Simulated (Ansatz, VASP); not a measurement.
# Co in VASP and in Ansatz

INCAR

```
SYSTEM = Co
ALGO = Normal ; EDIFF = 1E-6
ENCUT = 520 ; GGA = RP
ISIF = 2 ; ISMEAR = -1
ISPIN = 2 ; LASPH = .True.
LCHARG = .True. ; LELF = .True.
LMAXMIX = 4 ; LORBIT = 11
LREAL = .False. ; LVHAR = .True.
LWAVE = .False. ; MAGMOM = 1.79 1.79
NBANDS = 20 ; NELM = 150
PREC = Accurate ; SIGMA = 0.05
```

Contents of KPOINTS:

```
k-points
0
Gamma
  12 12 12
  0 0 0
```

The input POSCAR:

```
Co
1.0
    0.0000000000      2.5695272909      2.5695272909
    2.5695272909      0.0000000000      2.5695272909
    2.5695272909      2.5695272909      0.0000000000
Co
2
Direct
    0.1250000000      0.1250000000      0.1250000000
    0.8750000000      0.8750000000      0.8750000000
```

Input for Ansatz:

```yaml
crystal:
  lattice:
    - [0.0, 2.5695272909, 2.5695272909]
    - [2.5695272909, 0.0, 2.5695272909]
    - [2.5695272909, 2.5695272909, 0.0]
  atoms:
    - { symbol: Co, position: [0.125, 0.125, 0.125], spin: 1.79 }
    - { symbol: Co, position: [0.875, 0.875, 0.875], spin: 1.79 }
hamiltonian:
  xc: rpbe
  pseudopotentials:
    kind: paw
    azcp:
      Co: "pseudopotentials/Co.paw.azcp"
basis:
  ecutwfc: 420
  fft_grid_basis: typed
kpoints:
  mp_grid: { grid: [12, 12, 12], shift: [0, 0, 0] }
magnetization:
  spin_polarized: true
scf:
  occupations: { method: fermi_dirac, width: 0.05 }
  lower_state_search: "off"
output:
  stress: true
```

Alike in both runs: task single point; functional RPBE; k mesh 12 × 12 × 12; occupations fermi-dirac, width 0.05 eV; collinear spin.

```csv
,VASP,Ansatz
version,VASP 6.6.1,Ansatz 0.2.0
potentials or method,"VASP PAW PBE potentials, release 64 (Co), cutoff 520 eV","plane waves (420 eV) with PAW, scalar-relativistic"
valence electrons in the cell,18,34
```

```tsv
	VASP	Ansatz	Ansatz less VASP
pressure (GPa)	-0.6	-0.1	+0.46
net moment per atom (μB)	1.74	1.75	+0.006
size of the moment on the site where the two differ most (μB)	1.75	1.78	+0.036
```

VASP's potentials were made for PBE, not for RPBE. Site moments also hang on the region over which each program counts them. The functional is the same, so the differences come from potentials, cutoffs and numerics. VASP's potentials hold 18 valence electrons a cell and Ansatz's 34, so a difference there can come from the potentials and not from the codes.
